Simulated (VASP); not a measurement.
# Ba (Pm-3m) in VASP: notebook, part 2 of 2

VASP 6.6.1. Earlier steps stand in the parts before.

**4. Single point, r2SCAN, non-collinear spin, zero start, spin-orbit coupling**

POSCAR reads:

```
Ba
1.0
    3.9086616050      0.0000000000      0.0000000000
    0.0000000000      3.9086616050      0.0000000000
    0.0000000000      0.0000000000      3.9086616050
Ba
1
Direct
    0.0000000000      0.0000000000      0.0000000000
```

INCAR.step1 reads:

```
SYSTEM = Ba
ALGO = Normal
EDIFF = 1E-4
ENCUT = 520
GGA = PE
GGA_COMPAT = .False.
ISMEAR = -1
LASPH = .True.
LCHARG = .False.
LREAL = .False.
LSORBIT = .True.
LWAVE = .True.
MAGMOM = 0 0 0
NBANDS = 21
NELM = 150
PREC = Accurate
SIGMA = 0.1
```

INCAR.step2 reads:

```
SYSTEM = Ba
ALGO = Normal
EDIFF = 1E-7
ENCUT = 520
GGA_COMPAT = .False.
ISIF = 2
ISMEAR = -1
ISTART = 1
LASPH = .True.
LCHARG = .True.
LMIXTAU = .True.
LORBIT = 11
LORBMOM = .True.
LREAL = .False.
LSORBIT = .True.
LVHAR = .True.
LWAVE = .False.
MAGMOM = 0 0 0
METAGGA = R2SCAN
NBANDS = 21
NELM = 150
PREC = Accurate
SIGMA = 0.1
```

KPOINTS reads:

```
k-points
0
Gamma
  8 8 8
  0 0 0
```

Potentials or basis: VASP PAW PBE potentials, release 64 (Ba_sv).

Command:

```
cat potpaw_PBE.64/Ba_sv/POTCAR > POTCAR
cp INCAR.step1 INCAR
mpirun -np 1 vasp_ncl > vasp.out
cp INCAR.step2 INCAR
mpirun -np 1 vasp_ncl > vasp.out
```

OUTCAR:

```text
SYSTEM = Ba
   EDIFF = 1E-7
   ENCUT = 520
   ISIF = 2
   ISMEAR = -1
   ISTART = 1
   LASPH = .True.
   LORBIT = 11
   LREAL = .False.
   LSORBIT = .True.
   METAGGA = R2SCAN
   NELM = 150
   PREC = Accurate

 ion  position               nearest neighbor table
   1  0.000  0.000  0.000-

  LATTYP: Found a simple cubic cell.
 ALAT       =     3.9086616050

  Lattice vectors:

 A1 = (   3.9086616050,   0.0000000000,   0.0000000000)
 A2 = (   0.0000000000,   3.9086616050,   0.0000000000)
 A3 = (   0.0000000000,   0.0000000000,   3.9086616050)

Analysis of symmetry for initial positions (statically):
=====================================================================
 Subroutine PRICEL returns:
 Original cell was already a primitive cell.

 Routine SETGRP: Setting up the symmetry group for a
 simple cubic supercell.

 Subroutine GETGRP returns: Found 48 space group operations
 (whereof 48 operations were pure point group operations)
 out of a pool of 48 trial point group operations.

The static configuration has the point symmetry O_h .

Analysis of symmetry for dynamics (positions and initial velocities):
=====================================================================
 Subroutine PRICEL returns:
 Original cell was already a primitive cell.

 Routine SETGRP: Setting up the symmetry group for a
 simple cubic supercell.

 Subroutine GETGRP returns: Found 48 space group operations
 (whereof 48 operations were pure point group operations)
 out of a pool of 48 trial point group operations.

The dynamic configuration has the point symmetry O_h .

Analysis of structural, dynamic, and magnetic symmetry:
=====================================================================
 Subroutine PRICEL returns:
 Original cell was already a primitive cell.

 Routine SETGRP: Setting up the symmetry group for a
 simple cubic supercell.

 Subroutine GETGRP returns: Found 48 space group operations
 (whereof 48 operations were pure point group operations)
 out of a pool of 48 trial point group operations.

The overall configuration has the point symmetry O_h .

 Subroutine INISYM returns: Found 48 space group operations
 (whereof 48 operations are pure point group operations),
 and found     1 'primitive' translations

----------------------------------------------------------------------------------------

                                     Primitive cell

  volume of cell :      59.7151

  direct lattice vectors                    reciprocal lattice vectors
     3.908661605  0.000000000  0.000000000     0.255842051  0.000000000  0.000000000
     0.000000000  3.908661605  0.000000000     0.000000000  0.255842051  0.000000000
     0.000000000  0.000000000  3.908661605     0.000000000  0.000000000  0.255842051

  length of vectors
     3.908661605  3.908661605  3.908661605     0.255842051  0.255842051  0.255842051

  position of ions in fractional coordinates (direct lattice)
     0.000000000  0.000000000  0.000000000

  ion indices of the primitive-cell ions
   primitive index   ion index
                 1           1

----------------------------------------------------------------------------------------

 KPOINTS: k-points

Automatic generation of k-mesh.
 Grid dimensions read from file:
[... 88 lines left out ...]
  Thomas-Fermi vector in A             =   2.025555
   LORBIT       =     11    0 simple, 1 ext, 2 COOP (PROOUT), +10 PAW based schemes
   METAGGA = R2SCAN    functional components
   LHFCALC =     F    Hartree Fock is set to
   AEXX    =    0.0000 exact exchange contribution
   IVDW    =     0    specifies the selected vdW correction
   LEPSILON=     F    determine dielectric tensor
   LRPA    =     F    only Hartree local field effects (RPA)
  energy-cutoff  :      520.00
  volume of cell :       59.72
 maximum number of plane-waves:      3280
 NGX is ok and might be reduce to    30
   NGX = 15   NGY = 15   NGZ = 15

 number of electron      10.0000001 magnetization      -0.0000000     -0.0000000     -0.0000000

 number of electron      10.0000001 magnetization      -0.0000000      0.0000000     -0.0000000

 number of electron      10.0000001 magnetization       0.0000000     -0.0000000      0.0000000

 Free energy of the ion-electron system (eV)
  ---------------------------------------------------
  ext. energy  EPLUGINS =         0.00000000
  ---------------------------------------------------
  free energy    TOTEN  =       -26.37792573 eV

  energy without entropy =      -26.35365261  energy(sigma->0) =      -26.36578917

 E-fermi :   1.8972     XC(G=0):  -7.9955

 val. band max:        1.8154829686   @ k =   0.5000   0.5000   0.5000
 cond. band min:       1.9250891002   @ k =   0.5000   0.1250   0.1250
 fundamental gap:      0.1096061316
 Fermi energy:         1.8971775395

 k-point     1 :       0.0000    0.0000    0.0000
  band No.  band energies     occupation
      1     -28.3653      1.00000
      2     -28.3653      1.00000
      3     -14.1323      1.00000
      4     -14.1323      1.00000
      5     -12.1193      1.00000
      6     -12.1193      1.00000
[... 565 lines left out ...]
     20       6.8124      0.00000
     21       8.9182      0.00000

 [... further k-points ...]
[... 5 lines left out ...]
  --------------------------------------------------------------------------------------
  -------------------------------------------------------------------------------------
  Total        0.0507582      0.0507582      0.0507582      0.0000000      0.0000000     -0.0000000
  in kB        1.3618605      1.3618605      1.3618605      0.0000000      0.0000000     -0.0000000
  external PRESSURE =       1.3618605 kB  Pullay stress =       0.0000000 kB

 VOLUME and BASIS-vectors are now :
 -----------------------------------------------------------------------------
  energy-cutoff  :      520.00
  volume of cell :       59.72
      direct lattice vectors                 reciprocal lattice vectors
     3.908661605  0.000000000  0.000000000     0.255842051  0.000000000  0.000000000
     0.000000000  3.908661605  0.000000000     0.000000000  0.255842051  0.000000000
     0.000000000  0.000000000  3.908661605     0.000000000  0.000000000  0.255842051

 POSITION                                       TOTAL-FORCE (eV/Angst)
 -----------------------------------------------------------------------------------
      0.00000      0.00000      0.00000         0.000000      0.000000      0.000000
 -----------------------------------------------------------------------------------
    total drift:                                0.000000      0.000000      0.000000

  FREE ENERGIE OF THE ION-ELECTRON SYSTEM (eV)
  ---------------------------------------------------
  free  energy   TOTEN  =       -26.3779257282 eV

  energy  without entropy=      -26.3536526116  energy(sigma->0) =      -26.36578917

 orbital moment (x)

 # of ion     p       d       tot
 ----------------------------------------
  1         0.000  -0.000  -0.000
 ----------------------------------------
            0.000  -0.000  -0.000

 orbital moment (y)

 # of ion     p       d       tot
 ----------------------------------------
  1         0.000   0.000   0.000
 ----------------------------------------
            0.000   0.000   0.000

 orbital moment (z)

 # of ion     p       d       tot
 ----------------------------------------
  1        -0.000  -0.000  -0.000
 ----------------------------------------
           -0.000  -0.000  -0.000

 Spin-Orbit-Coupling matrix elements

 Ion:    1  E_soc:     -0.3767894
 l=   1
     0.0000000    -0.0624975    -0.0624975
    -0.0624975     0.0000000    -0.0624975
    -0.0624975    -0.0624975     0.0000000
 l=   2
     0.0000000    -0.0002053     0.0000000    -0.0002053    -0.0000954
    -0.0002053     0.0000000    -0.0000716    -0.0002053    -0.0000239
     0.0000000    -0.0000716     0.0000000    -0.0000716     0.0000000
    -0.0002053    -0.0002053    -0.0000716     0.0000000    -0.0000239
    -0.0000954    -0.0000239     0.0000000    -0.0000239     0.0000000
 l=   3
     0.0000000     0.0000000     0.0000000     0.0000000     0.0000000     0.0000000     0.0000000
     0.0000000     0.0000000     0.0000000     0.0000000     0.0000000     0.0000000     0.0000000
     0.0000000     0.0000000     0.0000000     0.0000000     0.0000000     0.0000000     0.0000000
     0.0000000     0.0000000     0.0000000     0.0000000     0.0000000     0.0000000     0.0000000
     0.0000000     0.0000000     0.0000000     0.0000000     0.0000000     0.0000000     0.0000000
     0.0000000     0.0000000     0.0000000     0.0000000     0.0000000     0.0000000     0.0000000
     0.0000000     0.0000000     0.0000000     0.0000000     0.0000000     0.0000000     0.0000000

 total charge

# of ion       s       p       d       tot
------------------------------------------
    1        2.056   5.558   0.326   7.940

 magnetization (x)

# of ion       s       p       d       tot
------------------------------------------
    1       -0.000  -0.000   0.000  -0.000

 magnetization (y)

# of ion       s       p       d       tot
------------------------------------------
    1       -0.000  -0.000   0.000  -0.000

 magnetization (z)

# of ion       s       p       d       tot
------------------------------------------
    1        0.000  -0.000  -0.000   0.000
```

Run time: 4.1 min. Hardware: 1 thread of Intel Xeon 6975P-C (Granite Rapids), shared host; peak memory 0.35 GiB.

What came out:

```yaml
Free_energy: -26.3779 eV
Pressure: 0.1 GPa
Net_moment: 0.00 μB per cell
Valence_electrons_inside_the_program's_atomic_spheres: Ba 7.94
```

Moments on the atoms (μB; x, y, z):
```
Ba  0.00 0.00 0.00
```

Caveat: the PAW data sets were made with another functional, which shifts forces and pressure a little.

**5. The runs side by side**

```csv
task,spin,cell,k mesh,cutoff (eV),pressure (GPa)
single point,off,"a = 3.909 Å, 1 atom",13 × 13 × 13,520,0.2
relaxation of cell and atoms,off,"relaxed from a = 4.072 Å, 1 atom",8 × 8 × 8,600,0.0
single point,"non-collinear, zero start, SOC","a = 3.909 Å, 1 atom",8 × 8 × 8,520,0.1
```

Alike in all rows: level r2SCAN; potentials or basis VASP PAW PBE potentials, release 64 (Ba_sv); smearing fermi-dirac 0.1 eV.

Caveats: the PAW data sets were made with another functional, which shifts forces and pressure a little; spin-orbit coupling is left out, which moves the levels of the heavy elements (some runs).

Total energies depend on the potentials used, so only differences within one code and one set of settings carry meaning.
